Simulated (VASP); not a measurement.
Pd2Au: single point with PBE

Crystal: Pd2Au.

```
CELL_PARAMETERS angstrom
3.84590 0.00000 0.00000
0.00000 3.84590 0.00000
0.00000 0.00000 5.86808
ATOMIC_POSITIONS crystal
Pd 0.00000 0.00000 0.00000
Pd 0.50000 0.50000 0.00000
Pd 0.00000 0.50000 0.27000
Pd 0.50000 0.00000 0.73000
Au 0.00000 0.50000 0.70000
Au 0.50000 0.00000 0.30000
```

```json
{
  "Program": "VASP 6.6.1",
  "Task": "single point",
  "Functional": "PBE",
  "Potentials or basis": "VASP PAW PBE potentials, release 64 (Pd, Au)",
  "Cutoff": "520 eV",
  "k mesh": "6 × 6 × 4",
  "Occupations": "gaussian, width 0.1 eV",
  "Spin": "no spin polarisation"
}
```

```
Pressure               : 48.8 GPa
Largest force          : 2.961 eV/Å
Band gap on the k mesh : zero (band 31 reaches 12.12 eV, above the bottom of band 32 at 10.61 eV)
```

Forces on the atoms (eV/Å):
```
Pd   0.000  0.000  0.000
Pd   0.000  0.000  0.000
Pd   0.000  0.000  2.961
Pd   0.000  0.000 -2.961
Au   0.000  0.000 -2.064
Au   0.000  0.000  2.064
```

Stress tensor (GPa, compression positive):
```
43.91  0.00  0.00
 0.00 43.91  0.00
 0.00  0.00 58.65
```

Levels at points of the mesh, in eV from the Fermi level:
```
           k point  band 27  band 28  band 29  band 30  band 31  band 32  band 33  band 34
(0.00, 0.00, 0.00)    -0.23    -0.15    -0.13    -0.06    -0.06    -0.03     0.05     2.76
(0.50, 0.00, 0.00)    -1.61    -1.61    -1.38    -1.38     0.13     0.13     3.28     3.28
(0.50, 0.50, 0.00)    -0.36    -0.36    -0.16    -0.16     1.30     1.30     1.35     1.35
(0.00, 0.00, 0.50)    -0.47    -0.30    -0.21    -0.21    -0.15    -0.13     3.36     5.25
(0.50, 0.00, 0.50)    -1.12    -1.12    -0.51    -0.51     0.03     0.03     0.55     0.55
(0.50, 0.50, 0.50)    -0.28    -0.28    -0.27    -0.27     0.26     0.26     1.55     1.55
```

It took 85 s on 1 thread of Intel(R) Xeon(R) Platinum 8488C (Sapphire Rapids), with other jobs on the host, peak memory 0.25 GiB.

Caveat: spin-orbit coupling is left out, which moves the levels of the heavy elements; forces of over 1 eV/Å act on the atoms, so gaps and moduli don't describe the material at rest.
